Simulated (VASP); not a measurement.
# La (P6_3/mmc) in VASP: notebook, part 2 of 2

VASP 6.6.1. Earlier steps stand in the parts before.

### 3 Single point, r2SCAN (42.86 Å³/atom)

This run uses another cell than the first one, of 42.86 Å³/atom.

POSCAR reads:

```
La
1.0
    3.9720228683      0.0000000000      0.0000000000
   -1.9860114341      3.4398727084      0.0000000000
    0.0000000000      0.0000000000      6.2735829233
La
2
Direct
    0.3333333333      0.6666666667      0.2500000000
    0.6666666667      0.3333333333      0.7500000000
```

INCAR.step1 reads:

```
SYSTEM = La
PREC = Accurate ; ENCUT = 520
ISMEAR = -1 ; SIGMA = 0.1
LREAL = .FALSE. ; LASPH = .TRUE.
NELM = 100 ; NBANDS = 18
GGA = PE ; ALGO = Normal
EDIFF = 1E-4 ; LWAVE = .TRUE.
LCHARG = .FALSE.
```

INCAR.step2 reads:

```
SYSTEM = La
PREC = Accurate ; ENCUT = 520
EDIFF = 1E-6 ; ISMEAR = -1
SIGMA = 0.1 ; LREAL = .FALSE.
LASPH = .TRUE. ; NELM = 100
ALGO = Normal ; ISIF = 2
LWAVE = .FALSE. ; LCHARG = .FALSE.
METAGGA = R2SCAN ; LMIXTAU = .TRUE.
NBANDS = 18 ; ISTART = 1
```

KPOINTS reads:

```
Automatic mesh
0
G
  11 11 6
  0 0 0
```

Potentials or basis: VASP PAW PBE potentials, release 64 (La).

On the command line:

```bash
$ cat potpaw_PBE.64/La/POTCAR > POTCAR
$ cp INCAR.step1 INCAR
$ mpirun -np 1 vasp_std > vasp.out
$ cp INCAR.step2 INCAR
$ mpirun -np 1 vasp_std > vasp.out
```

OUTCAR:

```text
SYSTEM = La
   PREC = Accurate
   ENCUT = 520
   EDIFF = 1E-6
   ISMEAR = -1
   LREAL = .FALSE.
   LASPH = .TRUE.
   NELM = 100
   ISIF = 2
   METAGGA = R2SCAN
   ISTART = 1

 ion  position               nearest neighbor table
   1  0.333  0.667  0.250-
   2  0.667  0.333  0.750-

  LATTYP: Found a hexagonal cell.
 ALAT       =     3.9720228683
 C/A-ratio  =     1.5794428006

  Lattice vectors:

 A1 = (   3.9720228683,   0.0000000000,   0.0000000000)
 A2 = (  -1.9860114341,   3.4398727084,   0.0000000000)
 A3 = (   0.0000000000,   0.0000000000,   6.2735829233)

Analysis of symmetry for initial positions (statically):
=====================================================================
 Subroutine PRICEL returns:
 Original cell was already a primitive cell.

 Routine SETGRP: Setting up the symmetry group for a
 hexagonal supercell.

 Subroutine GETGRP returns: Found 24 space group operations
 (whereof 12 operations were pure point group operations)
 out of a pool of 24 trial point group operations.

The static configuration has the point symmetry D_3d.
 The point group associated with its full space group is D_6h.

Analysis of symmetry for dynamics (positions and initial velocities):
=====================================================================
 Subroutine PRICEL returns:
 Original cell was already a primitive cell.

 Routine SETGRP: Setting up the symmetry group for a
 hexagonal supercell.

 Subroutine GETGRP returns: Found 24 space group operations
 (whereof 12 operations were pure point group operations)
 out of a pool of 24 trial point group operations.

The dynamic configuration has the point symmetry D_3d.
 The point group associated with its full space group is D_6h.
[... 110 lines left out ...]
   NELECT =      22.0000    total number of electrons
   NUPDOWN=      -1.0000    fix difference up-down
   EMIN   =  10.00;   EMAX   =-10.00  energy-range for DOS
   EFERMI =   0.00;   METHOD = LEGACY
   ISMEAR =    -1;   SIGMA  =   0.10  broadening in eV -4-tet -1-fermi 0-gaus
   EFERMI_NEDOS =   21; number of points for ismear=-14 and -15
   IALGO  =     38    algorithm
   IMIX   =      4    mixing-type and parameters
     AMIX     =   0.40;   BMIX     =  1.00
     AMIX_MAG =   1.60;   BMIX_MAG =  1.00
  volume/ion in A,a.u.               =      42.86       289.23
  Fermi-wavevector in a.u.,A,eV,Ry     =   1.040381  1.966035 14.726850  1.082393
  Thomas-Fermi vector in A             =   2.174954
   LORBIT       =      0    0 simple, 1 ext, 2 COOP (PROOUT), +10 PAW based schemes
   METAGGA = R2SCAN    functional components
   LHFCALC =     F    Hartree Fock is set to
   AEXX    =    0.0000 exact exchange contribution
   IVDW    =     0    specifies the selected vdW correction
   LEPSILON=     F    determine dielectric tensor
   LRPA    =     F    only Hartree local field effects (RPA)
 non-spin polarized calculation
  energy-cutoff  :      520.00
  volume of cell :       85.72
 maximum number of plane-waves:      2388
 NGX is ok and might be reduce to    30
   NGX = 15   NGY = 15   NGZ = 23

 number of electron      22.0000001 magnetization

 Free energy of the ion-electron system (eV)
  ---------------------------------------------------
  ext. energy  EPLUGINS =         0.00000000
  ---------------------------------------------------
  free energy    TOTEN  =       -59.41408243 eV

  energy without entropy =      -59.28017333  energy(sigma->0) =      -59.34712788

 E-fermi :   6.6572     XC(G=0):  -9.5972

 val. band max:        6.6410194638   @ k =   0.2727  -0.0000   0.5000
 cond. band min:       6.6707673382   @ k =   0.2727   0.1818   0.1667
 fundamental gap:      0.0297478744
 Fermi energy:         6.6571513401

 k-point     1 :       0.0000    0.0000    0.0000
  band No.  band energies     occupation
      1     -27.6348      2.00000
      2     -27.5002      2.00000
      3     -11.3408      2.00000
      4     -10.5262      2.00000
      5     -10.5262      2.00000
      6     -10.3866      2.00000
[... 481 lines left out ...]
      5     -10.7542      2.00000
      6     -10.6098      2.00000
[... 10 lines left out ...]
     17       8.4428      0.00000
     18       8.4963      0.00000

 [... further k-points ...]

------------------------ aborting loop because EDIFF is reached ----------------------------------------

  FORCE on cell =-STRESS in cart. coord.  units (eV):
  Direction    XX          YY          ZZ          XY          YZ          ZX
  --------------------------------------------------------------------------------------
  -------------------------------------------------------------------------------------
  Total       -1.2378242     -1.2378242     -1.3627585     -0.0000000      0.0000000      0.0000000
  in kB      -23.1366135    -23.1366135    -25.4718058     -0.0000000      0.0000000      0.0000000
  external PRESSURE =     -23.9150109 kB  Pullay stress =       0.0000000 kB

 VOLUME and BASIS-vectors are now :
 -----------------------------------------------------------------------------
  energy-cutoff  :      520.00
  volume of cell :       85.72
      direct lattice vectors                 reciprocal lattice vectors
     3.972022868  0.000000000  0.000000000     0.251760887  0.145354216  0.000000000
    -1.986011434  3.439872708  0.000000000     0.000000000  0.290708432  0.000000000
     0.000000000  0.000000000  6.273582923     0.000000000  0.000000000  0.159398547

 POSITION                                       TOTAL-FORCE (eV/Angst)
 -----------------------------------------------------------------------------------
     -0.00000      2.29325      1.56840         0.000000      0.000000      0.000000
      1.98601      1.14662      4.70519         0.000000      0.000000      0.000000
 -----------------------------------------------------------------------------------
    total drift:                                0.000000     -0.000000      0.000000

  FREE ENERGIE OF THE ION-ELECTRON SYSTEM (eV)
  ---------------------------------------------------
  free  energy   TOTEN  =       -59.4140824309 eV

  energy  without entropy=      -59.2801733318  energy(sigma->0) =      -59.34712788
```

OUTCAR.step1:

```text
SYSTEM = La
   PREC = Accurate
   ENCUT = 520
   ISMEAR = -1
   LREAL = .FALSE.
   LASPH = .TRUE.
[... 728 lines left out ...]
     -0.00000      2.29325      1.56840         0.000000     -0.000000      0.000000
      1.98601      1.14662      4.70519        -0.000000      0.000000      0.000000
 -----------------------------------------------------------------------------------
    total drift:                                0.000000     -0.000000      0.000000

  FREE ENERGIE OF THE ION-ELECTRON SYSTEM (eV)
  ---------------------------------------------------
  free  energy   TOTEN  =        -9.6893757468 eV

  energy  without entropy=       -9.5461530678  energy(sigma->0) =       -9.61776441
```

It took 6.6 min on 1 thread of Intel Xeon Platinum 8488C (Sapphire Rapids), shared host; peak memory 0.27 GiB.

What came out:

| Quantity | Value |
| --- | --- |
| Free energy | -59.4141 eV |
| Pressure | -2.4 GPa |
| Band gap on the k mesh | zero (bands 11 and 12 overlap by 1.56 eV) |

Caveat: the PAW data sets were made with another functional, which shifts forces and pressure a little; spin-orbit coupling is left out, which moves the levels of the heavy elements.

### 4 Single point, r2SCAN, collinear spin

This run uses another cell than the first one, of 39.08 Å³/atom.

POSCAR reads:

```
La
1.0
    3.8063506741      0.0000000000      0.0000000000
   -1.9031753370      3.2963963795      0.0000000000
    0.0000000000      0.0000000000      6.2295254414
La
2
Direct
    0.3333333333      0.6666666667      0.2500000000
    0.6666666667      0.3333333333      0.7500000000
```

INCAR.step1 reads:

```
  PREC = Accurate
  ENCUT = 520
  ISMEAR = -1
  SIGMA = 0.05
  LREAL = F
  LASPH = T
  NELM = 150
  ISPIN = 2
  MAGMOM = 1 1
  LMAXMIX = 6
  NBANDS = 22
  GGA = PE
  ALGO = Normal
  EDIFF = 1E-4
  LWAVE = T
  LCHARG = F
```

INCAR.step2 reads:

```
  PREC = Accurate
  ENCUT = 520
  EDIFF = 1E-7
  ISMEAR = -1
  SIGMA = 0.05
  LREAL = F
  LASPH = T
  NELM = 150
  ALGO = Normal
  ISIF = 2
  LWAVE = F
  LCHARG = T
  ISPIN = 2
  MAGMOM = 1 1
  LORBIT = 11
  LMAXMIX = 6
  METAGGA = R2SCAN
  LMIXTAU = T
  LELF = T
  LVHAR = T
  NBANDS = 22
  ISTART = 1
```

KPOINTS reads:

```
Automatic mesh
0
Gamma
  10 10 5
```

On the command line:

```bash
$ cat potpaw_PBE.64/La/POTCAR > POTCAR
$ cp INCAR.step1 INCAR
$ mpirun -np 1 vasp_std > vasp.out
$ cp INCAR.step2 INCAR
$ mpirun -np 1 vasp_std > vasp.out
```

It took 13 min on 1 thread of Intel Xeon Platinum 8259CL at 2.50GHz (Skylake/Cascade Lake), shared host; peak memory 0.31 GiB.

It converged, with:

```yaml
Free_energy: -59.4275 eV
Pressure: -0.6 GPa
Band_gap_on_the_k_mesh: zero (filled and empty bands overlap)
Net_moment: 0.00 μB per cell
Valence_electrons_inside_the_program's_atomic_spheres: La 8.53
```

Stress tensor (GPa, compression positive):
```
-0.27  0.00  0.00
 0.00 -0.27  0.00
 0.00  0.00 -1.36
```

Levels at points of the mesh, in eV from the Fermi level:
Spin up:
```tsv
k point	band 8	band 9	band 10	band 11	band 12	band 13	band 14	band 15
(0.00, 0.00, 0.00)	-16.74	-3.36	-1.75	1.26	1.47	1.47	1.71	1.74
(0.50, 0.00, 0.00)	-16.90	-1.56	-1.19	-1.18	1.08	1.29	1.42	1.69
```
Spin down:
```tsv
k point	band 7	band 8	band 9	band 10	band 11	band 12	band 13	band 14	band 15	band 16
(0.00, 0.00, 0.00)	-16.74	-16.74	-3.36	-1.75	1.26	1.47	1.47	1.71	1.73	1.82
(0.50, 0.00, 0.00)	-17.03	-16.90	-1.56	-1.19	-1.18	1.08	1.29	1.42	1.69	2.04
```

Caveat: the PAW data sets were made with another functional, which shifts forces and pressure a little; spin-orbit coupling is left out, which moves the levels of the heavy elements.

### 5 Summary

| spin | cell | k mesh | smearing | gap on the mesh (eV) | pressure (GPa) |
| --- | --- | --- | --- | --- | --- |
| off | a = 3.924, b = 3.924, c = 6.198 Å, angles 90.0, 90.0, 120.0°, 2 atoms | 11 × 11 × 6 | fermi-dirac 0.1 eV | none | -1.7 |
| off | a = 3.972, b = 3.972, c = 6.274 Å, angles 90.0, 90.0, 120.0°, 2 atoms | 11 × 11 × 6 | fermi-dirac 0.1 eV | none | -2.4 |
| collinear | a = 3.806, b = 3.806, c = 6.230 Å, angles 90.0, 90.0, 120.0°, 2 atoms | 10 × 10 × 5 | fermi-dirac 0.05 eV | none | -0.6 |

Alike in all rows: task single point; level r2SCAN; potentials or basis VASP PAW PBE potentials, release 64 (La); cutoff (eV) 520.

Caveats: the PAW data sets were made with another functional, which shifts forces and pressure a little; spin-orbit coupling is left out, which moves the levels of the heavy elements.

Absolute energies hang on the potentials; compare differences alone.
